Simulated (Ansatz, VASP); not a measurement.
**One calculation of SrO, two programs**

```
Sr O
1.0
     0.00000    2.56630    2.56630
     2.56630    0.00000    2.56630
     2.56630    2.56630    0.00000
Sr O
1 1
Direct
  0.50000 0.50000 0.50000
  0.00000 0.00000 0.00000
```

Alike in both runs: functional LDA; k mesh 9 × 9 × 9; occupations fermi-dirac, width 0.05 eV; no spin polarisation.

```csv
,VASP,Ansatz
version,VASP 6.6.1,Ansatz 0.2.0
potentials or method,"VASP PAW LDA potentials, release 64 (Sr_sv, O), cutoff 520 eV","all-electron LAPW, scalar-relativistic"
task,single point,band structure
```

VASP gave:

* gap on the k mesh at the Fermi level (eV): 3.15
* least direct gap on the mesh (eV): 3.24
* pressure (GPa): -3.1

Q: Which values does Ansatz return?

A: gap on the k mesh at the Fermi level (eV): 3.21; least direct gap on the mesh (eV): 3.29; pressure (GPa): -3.8.

LDA's correlation is that of Perdew and Zunger in VASP and of Perdew and Wang (1992) in Ansatz. Ansatz ran all-electron here, and VASP with PAW potentials.
